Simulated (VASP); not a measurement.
A run of VASP 6.6.1 is set up as follows.

INCAR

```
SYSTEM = GeSb4Te7
  PREC = Accurate
  ENCUT = 520
  EDIFF = 1E-6
  ISMEAR = 0
  SIGMA = 0.02
  LREAL = .FALSE.
  LASPH = .TRUE.
  NELM = 60
  ALGO = Normal
  ISIF = 2
  LWAVE = .FALSE.
  LCHARG = .FALSE.
  GGA = PE
  NBANDS = 50
```

KPOINTS

```
Automatic mesh
0
G
  12 12 2
  0 0 0
```

File POSCAR:

```
GeSb4Te7
1.0
    4.2339927260      0.0000000000      0.0000000000
   -2.1169963630      3.6667452602      0.0000000000
    0.0000000000      0.0000000000     25.2577529839
Ge Sb Te
1 4 7
Direct
    0.0000000000      0.0000000000      0.5000000000
    0.6666666667      0.3333333333      0.9194909064
    0.3333333333      0.6666666667      0.3504651712
    0.3333333333      0.6666666667      0.0805090936
    0.6666666667      0.3333333333      0.6495348288
    0.3333333333      0.6666666667      0.8505098002
    0.6666666667      0.3333333333      0.1494901998
    0.0000000000      0.0000000000      0.7182597554
    0.6666666667      0.3333333333      0.4318353765
    0.3333333333      0.6666666667      0.5681646235
    0.0000000000      0.0000000000      0.0000000000
    0.0000000000      0.0000000000      0.2817402446
```

Potentials or basis: VASP PAW PBE potentials, release 64 (Ge_d, Sb, Te).

Launch:

```bash
$ cat potpaw_PBE.64/Ge_d/POTCAR potpaw_PBE.64/Sb/POTCAR potpaw_PBE.64/Te/POTCAR > POTCAR
$ mpirun -np 1 vasp_std > vasp.out
```

Q: Estimate the pressure.

A: 1.0 GPa.

Q: Predict the largest force.

A: 0.027 eV/Å.

Q: What does it give for the band gap on the k mesh?

A: 0.50 eV.

Forces in eV/Å, atoms in the order of the input:
```
Ge   0.000  0.000  0.000
Sb   0.000  0.000  0.027
Sb   0.000  0.000  0.026
Sb   0.000  0.000 -0.027
Sb   0.000  0.000 -0.026
Te   0.000  0.000 -0.017
Te   0.000  0.000  0.017
Te   0.000  0.000  0.017
Te   0.000  0.000 -0.011
Te   0.000  0.000  0.011
Te   0.000  0.000  0.000
Te   0.000  0.000 -0.017
```

Caveat: spin-orbit coupling is left out, which moves the levels of the heavy elements; this functional lacks dispersion, which binds the layers, so the pressure and a relaxed spacing across them are unreliable. A k mesh can miss the band edges.
